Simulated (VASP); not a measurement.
# Hf (P6_3/mmc) in VASP: notebook, part 3 of 3

VASP 6.6.1. Earlier steps stand in the parts before.

**5. Single point, PBE**

This run uses another cell than the first one, of 23.28 Å³/atom, 1.130 times its volume.

INCAR

```
PREC = Accurate
ENCUT = 520
EDIFF = 1E-7
ISMEAR = 1
SIGMA = 0.05
LREAL = False
LASPH = True
NELM = 100
ALGO = Normal
ISIF = 2
LWAVE = False
LCHARG = False
GGA = PE
NBANDS = 17
```

KPOINTS

```
regular mesh
0
Gamma
  12 12 7
```

POSCAR

```
Hf
1.0
    3.2387666662      0.0000000000      0.0000000000
   -1.6193833331      2.8048507567      0.0000000000
    0.0000000000      0.0000000000      5.1243576326
Hf
2
Direct
    0.3333333333      0.6666666667      0.2500000000
    0.6666666667      0.3333333333      0.7500000000
```

Potentials or basis: VASP PAW PBE potentials, release 64 (Hf_pv).

On the command line:

```sh
$ cat potpaw_PBE.64/Hf_pv/POTCAR > POTCAR
$ mpirun -np 1 vasp_std > vasp.out
```

OUTCAR:

```text
PREC = Accurate
   ENCUT = 520
   EDIFF = 1E-7
   ISMEAR = 1
   LREAL = False
   LASPH = True
   NELM = 100
   ISIF = 2
   GGA = PE

 ion  position               nearest neighbor table
   1  0.333  0.667  0.250-   2 3.17   2 3.17   2 3.17   2 3.17   2 3.17   2 3.17
   2  0.667  0.333  0.750-   1 3.17   1 3.17   1 3.17   1 3.17   1 3.17   1 3.17

  LATTYP: Found a hexagonal cell.
 ALAT       =     3.2387666662
 C/A-ratio  =     1.5821941377

  Lattice vectors:

 A1 = (   3.2387666662,   0.0000000000,   0.0000000000)
 A2 = (  -1.6193833331,   2.8048507567,   0.0000000000)
 A3 = (   0.0000000000,   0.0000000000,   5.1243576326)

Analysis of symmetry for initial positions (statically):
=====================================================================
 Subroutine PRICEL returns:
 Original cell was already a primitive cell.

 Routine SETGRP: Setting up the symmetry group for a
 hexagonal supercell.

 Subroutine GETGRP returns: Found 24 space group operations
 (whereof 12 operations were pure point group operations)
 out of a pool of 24 trial point group operations.

The static configuration has the point symmetry D_3d.
 The point group associated with its full space group is D_6h.

Analysis of symmetry for dynamics (positions and initial velocities):
=====================================================================
 Subroutine PRICEL returns:
 Original cell was already a primitive cell.

 Routine SETGRP: Setting up the symmetry group for a
 hexagonal supercell.

 Subroutine GETGRP returns: Found 24 space group operations
 (whereof 12 operations were pure point group operations)
 out of a pool of 24 trial point group operations.

The dynamic configuration has the point symmetry D_3d.
 The point group associated with its full space group is D_6h.
[... 106 lines left out ...]
   ISYM   =      2    0-nonsym 1-usesym 2-fastsym
   POTIM  = 0.5000    time-step for ionic-motion
   TEBEG  =    0.0;   TEEND  =   0.0 temperature during run
   PSTRESS=    0.0 pullay stress
   NELECT =      20.0000    total number of electrons
   NUPDOWN=      -1.0000    fix difference up-down
   EMIN   =  10.00;   EMAX   =-10.00  energy-range for DOS
   EFERMI =   0.00;   METHOD = LEGACY
   ISMEAR =     1;   SIGMA  =   0.05  broadening in eV -4-tet -1-fermi 0-gaus
   EFERMI_NEDOS =   21; number of points for ismear=-14 and -15
   IALGO  =     38    algorithm
   IMIX   =      4    mixing-type and parameters
     AMIX     =   0.40;   BMIX     =  1.00
     AMIX_MAG =   1.60;   BMIX_MAG =  1.00
  volume/ion in A,a.u.               =      23.28       157.07
  Fermi-wavevector in a.u.,A,eV,Ry     =   1.235308  2.334393 20.762294  1.525986
  Thomas-Fermi vector in A             =   2.369963
   LORBIT       =      0    0 simple, 1 ext, 2 COOP (PROOUT), +10 PAW based schemes
   GGA     = PE    functional components
   LHFCALC =     F    Hartree Fock is set to
   AEXX    =    0.0000 exact exchange contribution
   IVDW    =     0    specifies the selected vdW correction
   LEPSILON=     F    determine dielectric tensor
   LRPA    =     F    only Hartree local field effects (RPA)
 non-spin polarized calculation
 Methfessel and Paxton  Order N= 1 SIGMA  =   0.05
  energy-cutoff  :      520.00
  volume of cell :       46.55
 maximum number of plane-waves:      1284
   NGX = 13   NGY = 13   NGZ = 19

 number of electron      20.0000005 magnetization

 Free energy of the ion-electron system (eV)
  ---------------------------------------------------
  ext. energy  EPLUGINS =         0.00000000
  ---------------------------------------------------
  free energy    TOTEN  =       -19.83086241 eV

  energy without entropy =      -19.83110397  energy(sigma->0) =      -19.83094293

 E-fermi :   4.6521     XC(G=0): -11.1048

 val. band max:        4.6508409844   @ k =   0.0000   0.0000   0.4286
 cond. band min:       4.6668026056   @ k =   0.0833   0.0000   0.1429
 fundamental gap:      0.0159616212
 Fermi energy:         4.6520816016

 k-point     1 :       0.0000    0.0000    0.0000
  band No.  band energies     occupation
      1     -26.4658      2.00000
      2     -25.8170      2.00000
      3     -25.8170      2.00000
      4     -25.7082      2.00000
      5     -25.7044      2.00000
      6     -25.7044      2.00000
[... 457 lines left out ...]
      4     -25.9252      2.00000
      5     -25.8179      2.00000
      6     -25.7705      2.00000
[... 9 lines left out ...]
     16       8.9689      0.00000
     17      10.5498      0.00000

 [... further k-points ...]
[... 5 lines left out ...]
  --------------------------------------------------------------------------------------
  -------------------------------------------------------------------------------------
  Total       -1.0365494     -1.0365469     -1.1085158     -0.0000000     -0.0000000      0.0000000
  in kB      -35.6756385    -35.6755506    -38.1525554     -0.0000000     -0.0000000      0.0000000
  external PRESSURE =     -36.5012482 kB  Pullay stress =       0.0000000 kB

 VOLUME and BASIS-vectors are now :
 -----------------------------------------------------------------------------
  energy-cutoff  :      520.00
  volume of cell :       46.55
      direct lattice vectors                 reciprocal lattice vectors
     3.238766666  0.000000000  0.000000000     0.308759507  0.178262604  0.000000000
    -1.619383333  2.804850757  0.000000000     0.000000000  0.356525208  0.000000000
     0.000000000  0.000000000  5.124357633     0.000000000  0.000000000  0.195146411

 POSITION                                       TOTAL-FORCE (eV/Angst)
 -----------------------------------------------------------------------------------
     -0.00000      1.86990      1.28109         0.000000      0.000000      0.000000
      1.61938      0.93495      3.84327        -0.000000     -0.000000      0.000000
 -----------------------------------------------------------------------------------
    total drift:                               -0.000000      0.000000     -0.000000

  FREE ENERGIE OF THE ION-ELECTRON SYSTEM (eV)
  ---------------------------------------------------
  free  energy   TOTEN  =       -19.8308624121 eV

  energy  without entropy=      -19.8311039719  energy(sigma->0) =      -19.83094293
```

stdout:

```text
POSCAR found type information on POSCAR Hf
 POSCAR found :  1 types and       2 ions
 scaLAPACK will be used
 LDA part: xc-table for (Slater+PW92), standard interpolation
 POSCAR, INCAR and KPOINTS ok, starting setup
 FFT: planning ... GRIDC
 FFT: planning ... GRID_SOFT
 FFT: planning ... GRID
 WAVECAR not read
 entering main loop
```

Wall time 15 s (1 thread of Intel Xeon 6975P-C (Granite Rapids), shared host); peak memory 0.19 GiB.

What came out:

```
Free energy            : -19.8309 eV
Pressure               : -3.7 GPa
Band gap on the k mesh : zero (band 10 reaches 5.81 eV, above the bottom of band 11 at 4.30 eV)
```

Caveat: spin-orbit coupling is left out, which moves the levels of the heavy elements.

**6. Single point, PBE**

This run uses another cell than the first one, of 24.17 Å³/atom, 1.174 times its volume.

INCAR

```
ALGO = Normal
EDIFF = 1E-7
ENCUT = 520
GGA = PE
ISIF = 2
ISMEAR = 1
LASPH = T
LCHARG = F
LREAL = F
LWAVE = F
NBANDS = 17
NELM = 100
PREC = Accurate
SIGMA = 0.05
```

KPOINTS

```
k-points
0
Gamma
  12 12 7
```

POSCAR

```
Hf
1.0
    3.2797680652      0.0000000000      0.0000000000
   -1.6398840326      2.8403589662      0.0000000000
    0.0000000000      0.0000000000      5.1892298059
Hf
2
Direct
    0.3333333333      0.6666666667      0.2500000000
    0.6666666667      0.3333333333      0.7500000000
```

Potentials or basis: VASP PAW PBE potentials, release 64 (Hf_pv).

On the command line:

```sh
$ cat potpaw_PBE.64/Hf_pv/POTCAR > POTCAR
$ mpirun -np 1 vasp_std > vasp.out
```

Run time: 16 s. Hardware: 1 thread of Intel Xeon 6975P-C (Granite Rapids), shared host; peak memory 0.19 GiB.

Results (log left out):

| Property | Result |
| --- | --- |
| Free energy | -19.7710 eV |
| Pressure | -7.0 GPa |
| Band gap on the k mesh | zero (band 10 reaches 5.55 eV, above the bottom of band 11 at 4.03 eV) |

Stress tensor (GPa, compression positive):
```
-6.97  0.00  0.00
 0.00 -6.97  0.00
 0.00  0.00 -7.08
```

Levels at points of the mesh, in eV from the Fermi level:
| k point | band 8 | band 9 | band 10 | band 11 | band 12 | band 13 |
| --- | --- | --- | --- | --- | --- | --- |
| (0.00, 0.00, 0.00) | -3.48 | 0.41 | 1.16 | 1.16 | 1.40 | 1.89 |
| (0.50, 0.00, 0.00) | -2.48 | -1.99 | -0.89 | 0.78 | 0.80 | 1.55 |

Caveat: spin-orbit coupling is left out, which moves the levels of the heavy elements.

**7. Overview**

```csv
cell,gap on the mesh (eV),pressure (GPa)
"a = 3.109, b = 3.109, c = 4.919 Å, angles 90.0, 90.0, 120.0°, 2 atoms",none,11.0
"a = 3.153, b = 3.153, c = 4.989 Å, angles 90.0, 90.0, 120.0°, 2 atoms",none,5.2
"a = 3.197, b = 3.197, c = 5.058 Å, angles 90.0, 90.0, 120.0°, 2 atoms",none,0.4
"a = 3.239, b = 3.239, c = 5.124 Å, angles 90.0, 90.0, 120.0°, 2 atoms",none,-3.7
"a = 3.280, b = 3.280, c = 5.189 Å, angles 90.0, 90.0, 120.0°, 2 atoms",none,-7.0
```

Alike in all rows: task single point; level PBE; potentials or basis VASP PAW PBE potentials, release 64 (Hf_pv); no spin polarisation; k mesh 12 × 12 × 7; cutoff (eV) 520; smearing methfessel-paxton 0.05 eV.

Caveats: spin-orbit coupling is left out, which moves the levels of the heavy elements.

Absolute energies hang on the potentials; compare differences alone.
